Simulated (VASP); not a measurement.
The system is Si2Ni.

```
Ni Si
1.0
     0.00000    2.70300    2.70300
     2.70300    0.00000    2.70300
     2.70300    2.70300    0.00000
Ni Si
1 2
Direct
  0.00000 0.00000 0.00000
  0.75000 0.75000 0.75000
  0.25000 0.25000 0.25000
```

```yaml
Program: VASP 6.6.1
Task: relaxation of cell and atoms
Functional: PBE
Potentials_or_basis: VASP PAW PBE potentials, release 64 (Ni, Si)
Cutoff: 600 eV
k_mesh: 9 × 9 × 9
Occupations: fermi-dirac, width 0.05 eV
Spin: collinear spin, ferromagnetic start
Starting_moments: "[1.0, 0.0, 0.0] μB"
```

At the start: pressure 3.7 GPa; volume 13.17 Å³/atom.

Where does the relaxation end?

Over 3 steps the energy falls by 3.8 meV/atom and the volume is 13.50 Å³/atom (+2.5 %); space group Fm-3m (No. 225, to 0.1 Å) before and after; moment 0.00 μB per cell.

Step by step:
```
step  energy change (eV)  largest force (eV/Å)  pressure (GPa)  volume (Å³)
   1              0.0000                0.0000            3.69        39.50
   2             -0.0052                0.0000           -2.68        41.26
   3             -0.0114                0.0000            0.05        40.50
```

Final structure:
```
CELL_PARAMETERS angstrom
0.00000 2.72575 2.72575
2.72575 0.00000 2.72575
2.72575 2.72575 0.00000
ATOMIC_POSITIONS crystal
Ni 0.00000 0.00000 0.00000
Si 0.75000 0.75000 0.75000
Si 0.25000 0.25000 0.25000
```
